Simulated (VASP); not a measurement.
# CsH (Fm-3m) in VASP: further runs, part 2 of 2

VASP 6.6.1. The steps go on from the part before.

**3. Single point, r2SCAN (29.48 Å³/atom)**

This run uses another cell than the first one, of 29.48 Å³/atom.

Input file POSCAR:

```
CsH
1.0
    0.0000000000      3.0893381214      3.0893381214
    3.0893381214      0.0000000000      3.0893381214
    3.0893381214      3.0893381214      0.0000000000
Cs H
1 1
Direct
    0.0000000000      0.0000000000      0.0000000000
    0.5000000000      0.5000000000      0.5000000000
```

Input file INCAR.step1:

```
SYSTEM = CsH
PREC = Accurate
ENCUT = 520
ISMEAR = 0
SIGMA = 0.02
LREAL = .False.
LASPH = .True.
NELM = 100
NBANDS = 12
GGA = PE
ALGO = Normal
EDIFF = 1E-4
LWAVE = .True.
LCHARG = .False.
```

Input file INCAR.step2:

```
SYSTEM = CsH
PREC = Accurate
ENCUT = 520
EDIFF = 1E-6
ISMEAR = 0
SIGMA = 0.02
LREAL = .False.
LASPH = .True.
NELM = 100
ALGO = Normal
ISIF = 2
LWAVE = .False.
LCHARG = .False.
METAGGA = R2SCAN
LMIXTAU = .True.
NBANDS = 12
ISTART = 1
```

Input file KPOINTS:

```
regular mesh
0
Gamma
  6 6 6
  0 0 0
```

Potentials or basis: VASP PAW PBE potentials, release 64 (Cs_sv, H).

Command:

```sh
$ cat potpaw_PBE.64/Cs_sv/POTCAR potpaw_PBE.64/H/POTCAR > POTCAR
$ cp INCAR.step1 INCAR
$ mpirun -np 1 vasp_std > vasp.out
$ cp INCAR.step2 INCAR
$ mpirun -np 1 vasp_std > vasp.out
```

OUTCAR:

```text
SYSTEM = CsH
   PREC = Accurate
   ENCUT = 520
   EDIFF = 1E-6
   ISMEAR = 0
   LREAL = .False.
   LASPH = .True.
   NELM = 100
   ISIF = 2
   METAGGA = R2SCAN
   ISTART = 1

 ion  position               nearest neighbor table
   1  0.000  0.000  0.000-
   2  0.500  0.500  0.500-

  LATTYP: Found a face centered cubic cell.
 ALAT       =     6.1786762428

  Lattice vectors:

 A1 = (   0.0000000000,   3.0893381214,   3.0893381214)
 A2 = (   3.0893381214,   0.0000000000,   3.0893381214)
 A3 = (   3.0893381214,   3.0893381214,   0.0000000000)

Analysis of symmetry for initial positions (statically):
=====================================================================
 Subroutine PRICEL returns:
 Original cell was already a primitive cell.

 Routine SETGRP: Setting up the symmetry group for a
 face centered cubic supercell.

 Subroutine GETGRP returns: Found 48 space group operations
 (whereof 48 operations were pure point group operations)
 out of a pool of 48 trial point group operations.

The static configuration has the point symmetry O_h .

Analysis of symmetry for dynamics (positions and initial velocities):
=====================================================================
 Subroutine PRICEL returns:
 Original cell was already a primitive cell.

 Routine SETGRP: Setting up the symmetry group for a
 face centered cubic supercell.

 Subroutine GETGRP returns: Found 48 space group operations
 (whereof 48 operations were pure point group operations)
 out of a pool of 48 trial point group operations.

The dynamic configuration has the point symmetry O_h .

 Subroutine INISYM returns: Found 48 space group operations
 (whereof 48 operations are pure point group operations),
 and found     1 'primitive' translations

----------------------------------------------------------------------------------------

                                     Primitive cell

  volume of cell :      58.9693

  direct lattice vectors                    reciprocal lattice vectors
     0.000000000  3.089338121  3.089338121    -0.161846965  0.161846965  0.161846965
     3.089338121  0.000000000  3.089338121     0.161846965 -0.161846965  0.161846965
     3.089338121  3.089338121  0.000000000     0.161846965  0.161846965 -0.161846965

  length of vectors
     4.368983870  4.368983870  4.368983870     0.280327167  0.280327167  0.280327167

  position of ions in fractional coordinates (direct lattice)
     0.000000000  0.000000000  0.000000000
     0.500000000  0.500000000  0.500000000

  ion indices of the primitive-cell ions
   primitive index   ion index
                 1           1
                 2           2

----------------------------------------------------------------------------------------

 KPOINTS: regular mesh

Automatic generation of k-mesh.
 Grid dimensions read from file:
 generate k-points for:    6    6    6

 Generating k-lattice:

  Cartesian coordinates                     Fractional coordinates (reciprocal lattice)
    -0.026974494  0.026974494  0.026974494     0.166666667  0.000000000  0.000000000
     0.026974494 -0.026974494  0.026974494     0.000000000  0.166666667  0.000000000
     0.026974494  0.026974494 -0.026974494     0.000000000  0.000000000  0.166666667

  Length of vectors
     0.046721195  0.046721195  0.046721195

  Shift w.r.t. Gamma in fractional coordinates (k-lattice)
     0.000000000  0.000000000  0.000000000

 Subroutine IBZKPT returns following result:
 ===========================================

 Found     16 irreducible k-points:

 Following reciprocal coordinates:
            Coordinates               Weight
  0.000000  0.000000  0.000000      1.000000
  0.166667  0.000000  0.000000      8.000000
  0.333333  0.000000  0.000000      8.000000
  0.500000  0.000000  0.000000      4.000000
  0.166667  0.166667  0.000000      6.000000
  0.333333  0.166667  0.000000     24.000000
[... 8 lines left out ...]
 -0.333333  0.333333  0.166667     24.000000
 -0.333333  0.500000  0.166667     12.000000
   k-points           NKPTS =     16   k-points in BZ     NKDIM =     16   number of bands    NBANDS=     12
   number of dos      NEDOS =    301   number of ions     NIONS =      2
   total plane-waves  NPLWV =  32768
   dimension x,y,z NGX =    32 NGY =   32 NGZ =   32
   dimension x,y,z NGXF=    64 NGYF=   64 NGZF=   64
   ions per type =               1   1
   NGX,Y,Z   is equivalent  to a cutoff of  12.18, 12.18, 12.18 a.u.
   NGXF,Y,Z  is equivalent  to a cutoff of  24.35, 24.35, 24.35 a.u.
 SYSTEM =  CsH
   PREC   = accura    normal or accurate (medium, high low for compatibility)
   ISTART =      1    job   : 0-new  1-cont  2-samecut
   ICHARG =      0    charge: 1-file 2-atom 10-const
   ISPIN  =      1    spin polarized calculation?
   LNONCOLLINEAR =      F non collinear calculations
   LSORBIT =      F    spin-orbit coupling
   LASPH  =      T    aspherical Exc in radial PAW
   ENCUT  =  520.0 eV  38.22 Ry    6.18 a.u.   8.12  8.12  8.12*2*pi/ulx,y,z
   NELM   =    100;   NELMIN=  2; NELMDL=  0     # of ELM steps
   EDIFF  = 0.1E-05   stopping-criterion for ELM
   LREAL  =      F    real-space projection
   EDIFFG = 0.1E-04   stopping-criterion for IOM
   NSW    =      0    number of steps for IOM
   IBRION =     -1    ionic relax: 0-MD 1-quasi-New 2-CG
   NFREE  =      0    steps in history (QN), initial steepest desc. (CG)
   ISIF   =      2    stress and relaxation
   ISYM   =      2    0-nonsym 1-usesym 2-fastsym
   POTIM  = 0.5000    time-step for ionic-motion
   TEBEG  =    0.0;   TEEND  =   0.0 temperature during run
   PSTRESS=    0.0 pullay stress
   NELECT =      10.0000    total number of electrons
   NUPDOWN=      -1.0000    fix difference up-down
   EMIN   =  10.00;   EMAX   =-10.00  energy-range for DOS
   EFERMI =   0.00;   METHOD = LEGACY
   ISMEAR =     0;   SIGMA  =   0.02  broadening in eV -4-tet -1-fermi 0-gaus
   EFERMI_NEDOS =   21; number of points for ismear=-14 and -15
   IALGO  =     38    algorithm
   IMIX   =      4    mixing-type and parameters
     AMIX     =   0.40;   BMIX     =  1.00
     AMIX_MAG =   1.60;   BMIX_MAG =  1.00
  volume/ion in A,a.u.               =      29.48       198.97
  Fermi-wavevector in a.u.,A,eV,Ry     =   0.906149  1.712372 11.171814  0.821105
  Thomas-Fermi vector in A             =   2.029802
   LORBIT       =      0    0 simple, 1 ext, 2 COOP (PROOUT), +10 PAW based schemes
   METAGGA = R2SCAN    functional components
   LHFCALC =     F    Hartree Fock is set to
   AEXX    =    0.0000 exact exchange contribution
   IVDW    =     0    specifies the selected vdW correction
   LEPSILON=     F    determine dielectric tensor
   LRPA    =     F    only Hartree local field effects (RPA)
 non-spin polarized calculation
 Gauss-broadening in eV      SIGMA  =   0.02
  energy-cutoff  :      520.00
  volume of cell :       58.97
 maximum number of plane-waves:      1600
   NGX = 17   NGY = 17   NGZ = 17

 number of electron       9.9999998 magnetization

 Free energy of the ion-electron system (eV)
  ---------------------------------------------------
  ext. energy  EPLUGINS =         0.00000000
  ---------------------------------------------------
  free energy    TOTEN  =       -28.96694021 eV

  energy without entropy =      -28.96694021  energy(sigma->0) =      -28.96694021

 E-fermi :   0.5079     XC(G=0):  -7.9414

 val. band max:        0.3688234037   @ k =   0.5000   0.0000   0.0000
 cond. band min:       2.9074857158   @ k =   0.5000   0.0000   0.0000
 fundamental gap:      2.5386623122
 Fermi energy:         0.5079153936

 k-point     1 :       0.0000    0.0000    0.0000
  band No.  band energies     occupation
      1     -21.7685      2.00000
      2      -7.7414      2.00000
      3      -7.7414      2.00000
      4      -7.7414      2.00000
      5      -1.4815      2.00000
      6       6.0333      0.00000
      7       6.0333      0.00000
      8       6.0333      0.00000
      9       7.0551      0.00000
     10       8.1224      0.00000
     11       8.1224      0.00000
     12       9.7151      0.00000
[... 211 lines left out ...]
 k-point    16 :      -0.3333    0.5000    0.1667
  band No.  band energies     occupation
      1     -21.6118      2.00000
      2      -8.5281      2.00000
      3      -8.2444      2.00000
      4      -8.1423      2.00000
      5      -0.6927      2.00000
      6       4.2782      0.00000
      7       5.7717      0.00000
      8       6.7311      0.00000
      9       9.6705      0.00000
     10      10.1129      0.00000
     11      10.1299      0.00000
     12      10.5270      0.00000

------------------------ aborting loop because EDIFF is reached ----------------------------------------

  FORCE on cell =-STRESS in cart. coord.  units (eV):
  Direction    XX          YY          ZZ          XY          YZ          ZX
  --------------------------------------------------------------------------------------
  -------------------------------------------------------------------------------------
  Total        0.4304690      0.4304690      0.4304690      0.0000000     -0.0000000      0.0000000
  in kB       11.6956981     11.6956981     11.6956981      0.0000000     -0.0000000      0.0000000
  external PRESSURE =      11.6956981 kB  Pullay stress =       0.0000000 kB

 VOLUME and BASIS-vectors are now :
 -----------------------------------------------------------------------------
  energy-cutoff  :      520.00
  volume of cell :       58.97
      direct lattice vectors                 reciprocal lattice vectors
     0.000000000  3.089338121  3.089338121    -0.161846965  0.161846965  0.161846965
     3.089338121  0.000000000  3.089338121     0.161846965 -0.161846965  0.161846965
     3.089338121  3.089338121  0.000000000     0.161846965  0.161846965 -0.161846965

 POSITION                                       TOTAL-FORCE (eV/Angst)
 -----------------------------------------------------------------------------------
      0.00000      0.00000      0.00000        -0.000000      0.000000     -0.000000
      3.08934      3.08934      3.08934         0.000000     -0.000000      0.000000
 -----------------------------------------------------------------------------------
    total drift:                                0.000000     -0.000000     -0.000000

  FREE ENERGIE OF THE ION-ELECTRON SYSTEM (eV)
  ---------------------------------------------------
  free  energy   TOTEN  =       -28.9669402102 eV

  energy  without entropy=      -28.9669402102  energy(sigma->0) =      -28.96694021
```

OUTCAR.step1:

```text
SYSTEM = CsH
   PREC = Accurate
   ENCUT = 520
   ISMEAR = 0
   LREAL = .False.
   LASPH = .True.
[... 452 lines left out ...]
      0.00000      0.00000      0.00000         0.000000     -0.000000      0.000000
      3.08934      3.08934      3.08934        -0.000000      0.000000     -0.000000
 -----------------------------------------------------------------------------------
    total drift:                                0.000000     -0.000000     -0.000000

  FREE ENERGIE OF THE ION-ELECTRON SYSTEM (eV)
  ---------------------------------------------------
  free  energy   TOTEN  =        -4.5186310123 eV

  energy  without entropy=       -4.5186310123  energy(sigma->0) =       -4.51863101
```

Wall time 53 s (1 thread of Intel Xeon 8259CL, shared host); peak memory 0.18 GiB.

What came out:

* Free energy: -28.9669 eV
* Pressure: 1.2 GPa
* Band gap on the k mesh: 2.54 eV

Levels at points of the mesh, in eV from the valence-band top:
```
           k point  band 2  band 3  band 4  band 5  band 6  band 7  band 8  band 9
(0.00, 0.00, 0.00)   -8.11   -8.11   -8.11   -1.85    5.66    5.66    5.66    6.69
(0.50, 0.00, 0.00)   -9.20   -8.23   -8.23    0.00    2.54    5.19    5.19    8.13
(0.50, 0.50, 0.00)   -9.03   -8.46   -8.46   -1.44    3.29    6.49    9.07    9.37
```

Caveat: the PAW data sets were made with another functional, which shifts forces and pressure a little; spin-orbit coupling is left out, which moves the levels of the heavy elements. r2SCAN opens gaps a little over a GGA but as a rule still falls short of measured ones.

**4. Single point, r2SCAN (35.64 Å³/atom)**

This run uses another cell than the first one, of 35.64 Å³/atom.

Input file POSCAR:

```
CsH
1.0
    0.0000000000      3.2909090081      3.2909090081
    3.2909090081      0.0000000000      3.2909090081
    3.2909090081      3.2909090081      0.0000000000
Cs H
1 1
Direct
    0.0000000000      0.0000000000      0.0000000000
    0.5000000000      0.5000000000      0.5000000000
```

Input file INCAR.step1:

```
ALGO = Normal
EDIFF = 1E-4
ENCUT = 520
GGA = PE
ISMEAR = 0
LASPH = True
LCHARG = False
LREAL = False
LWAVE = True
NBANDS = 12
NELM = 60
PREC = Accurate
SIGMA = 0.02
```

Input file INCAR.step2:

```
ALGO = Normal
EDIFF = 1E-6
ENCUT = 520
ISIF = 2
ISMEAR = 0
ISTART = 1
LASPH = True
LCHARG = True
LELF = True
LMIXTAU = True
LREAL = False
LVHAR = True
LWAVE = False
METAGGA = R2SCAN
NBANDS = 12
NELM = 60
PREC = Accurate
SIGMA = 0.02
```

Input file KPOINTS:

```
k-points
0
Gamma
  6 6 6
```

Potentials or basis: VASP PAW PBE potentials, release 64 (Cs_sv, H).

Command:

```sh
$ cat potpaw_PBE.64/Cs_sv/POTCAR potpaw_PBE.64/H/POTCAR > POTCAR
$ cp INCAR.step1 INCAR
$ mpirun -np 1 vasp_std > vasp.out
$ cp INCAR.step2 INCAR
$ mpirun -np 1 vasp_std > vasp.out
```

OUTCAR:

```text
EDIFF = 1E-6
   ENCUT = 520
   ISIF = 2
   ISMEAR = 0
   ISTART = 1
   LASPH = True
   LREAL = False
   METAGGA = R2SCAN
   NELM = 60
   PREC = Accurate

 ion  position               nearest neighbor table
   1  0.000  0.000  0.000-
   2  0.500  0.500  0.500-

  LATTYP: Found a face centered cubic cell.
 ALAT       =     6.5818180162

  Lattice vectors:

 A1 = (   0.0000000000,   3.2909090081,   3.2909090081)
 A2 = (   3.2909090081,   0.0000000000,   3.2909090081)
 A3 = (   3.2909090081,   3.2909090081,   0.0000000000)

Analysis of symmetry for initial positions (statically):
=====================================================================
 Subroutine PRICEL returns:
 Original cell was already a primitive cell.

 Routine SETGRP: Setting up the symmetry group for a
 face centered cubic supercell.

 Subroutine GETGRP returns: Found 48 space group operations
 (whereof 48 operations were pure point group operations)
 out of a pool of 48 trial point group operations.

The static configuration has the point symmetry O_h .

Analysis of symmetry for dynamics (positions and initial velocities):
=====================================================================
 Subroutine PRICEL returns:
 Original cell was already a primitive cell.

 Routine SETGRP: Setting up the symmetry group for a
 face centered cubic supercell.

 Subroutine GETGRP returns: Found 48 space group operations
 (whereof 48 operations were pure point group operations)
 out of a pool of 48 trial point group operations.

The dynamic configuration has the point symmetry O_h .

 Subroutine INISYM returns: Found 48 space group operations
 (whereof 48 operations are pure point group operations),
 and found     1 'primitive' translations

----------------------------------------------------------------------------------------

[... 109 lines left out ...]
   LHFCALC =     F    Hartree Fock is set to
   AEXX    =    0.0000 exact exchange contribution
   IVDW    =     0    specifies the selected vdW correction
   LEPSILON=     F    determine dielectric tensor
   LRPA    =     F    only Hartree local field effects (RPA)
 non-spin polarized calculation
 Gauss-broadening in eV      SIGMA  =   0.02
  energy-cutoff  :      520.00
  volume of cell :       71.28
 maximum number of plane-waves:      1936
 NGX is ok and might be reduce to    36
   NGX = 17   NGY = 17   NGZ = 17

 number of electron       9.9999999 magnetization

 Free energy of the ion-electron system (eV)
  ---------------------------------------------------
  ext. energy  EPLUGINS =         0.00000000
  ---------------------------------------------------
  free energy    TOTEN  =       -28.97441282 eV

  energy without entropy =      -28.97441282  energy(sigma->0) =      -28.97441282

 E-fermi :  -0.3706     XC(G=0):  -7.1861

 val. band max:       -0.5324648528   @ k =   0.5000   0.0000   0.0000
 cond. band min:       2.2227941031   @ k =   0.5000   0.0000   0.0000
 fundamental gap:      2.7552589559
 Fermi energy:        -0.3706373784

 k-point     1 :       0.0000    0.0000    0.0000
  band No.  band energies     occupation
      1     -22.5962      2.00000
      2      -8.7662      2.00000
      3      -8.7662      2.00000
      4      -8.7662      2.00000
      5      -1.9947      2.00000
      6       5.1483      0.00000
      7       5.1483      0.00000
      8       5.1483      0.00000
      9       5.4547      0.00000
     10       6.8908      0.00000
     11       6.8908      0.00000
     12       8.5541      0.00000
[... 211 lines left out ...]
 k-point    16 :      -0.3333    0.5000    0.1667
  band No.  band energies     occupation
      1     -22.5243      2.00000
      2      -9.2240      2.00000
      3      -9.0580      2.00000
      4      -8.9933      2.00000
      5      -1.1861      2.00000
      6       3.5341      0.00000
      7       4.5040      0.00000
      8       5.5546      0.00000
      9       7.9772      0.00000
     10       8.3802      0.00000
     11       8.4804      0.00000
     12       8.7247      0.00000

------------------------ aborting loop because EDIFF is reached ----------------------------------------

  FORCE on cell =-STRESS in cart. coord.  units (eV):
  Direction    XX          YY          ZZ          XY          YZ          ZX
  --------------------------------------------------------------------------------------
  -------------------------------------------------------------------------------------
  Total       -0.3325359     -0.3325359     -0.3325359      0.0000000      0.0000000      0.0000000
  in kB       -7.4743166     -7.4743166     -7.4743166      0.0000000      0.0000000      0.0000000
  external PRESSURE =      -7.4743166 kB  Pullay stress =       0.0000000 kB

 VOLUME and BASIS-vectors are now :
 -----------------------------------------------------------------------------
  energy-cutoff  :      520.00
  volume of cell :       71.28
      direct lattice vectors                 reciprocal lattice vectors
     0.000000000  3.290909008  3.290909008    -0.151933705  0.151933705  0.151933705
     3.290909008  0.000000000  3.290909008     0.151933705 -0.151933705  0.151933705
     3.290909008  3.290909008  0.000000000     0.151933705  0.151933705 -0.151933705

 POSITION                                       TOTAL-FORCE (eV/Angst)
 -----------------------------------------------------------------------------------
      0.00000      0.00000      0.00000         0.000000      0.000000     -0.000000
      3.29091      3.29091      3.29091         0.000000      0.000000      0.000000
 -----------------------------------------------------------------------------------
    total drift:                               -0.000000      0.000000      0.000000

  FREE ENERGIE OF THE ION-ELECTRON SYSTEM (eV)
  ---------------------------------------------------
  free  energy   TOTEN  =       -28.9744128197 eV

  energy  without entropy=      -28.9744128197  energy(sigma->0) =      -28.97441282
```

Run time: 88 s. Hardware: 1 thread of Intel Xeon 8259CL, shared host; peak memory 0.21 GiB.

Results:

| Property | Result |
| --- | --- |
| Free energy | -28.9744 eV |
| Pressure | -0.7 GPa |
| Band gap on the k mesh | 2.76 eV |

Caveat: the PAW data sets were made with another functional, which shifts forces and pressure a little; spin-orbit coupling is left out, which moves the levels of the heavy elements. r2SCAN opens gaps a little over a GGA but as a rule still falls short of measured ones.

**5. The runs side by side**

```csv
cell,gap on the mesh (eV),pressure (GPa)
"a = 4.320 Å, angles 60.0°, 2 atoms",2.49,1.7
"a = 4.369 Å, angles 60.0°, 2 atoms",2.54,1.2
"a = 4.654 Å, angles 60.0°, 2 atoms",2.76,-0.7
```

Alike in all rows: task single point; level r2SCAN; potentials or basis VASP PAW PBE potentials, release 64 (Cs_sv, H); no spin polarisation; k mesh 6 × 6 × 6; cutoff (eV) 520; smearing gaussian 0.02 eV.

Caveats: the PAW data sets were made with another functional, which shifts forces and pressure a little; spin-orbit coupling is left out, which moves the levels of the heavy elements.

Total energies depend on the potentials used, so only differences within one code and one set of settings carry meaning.
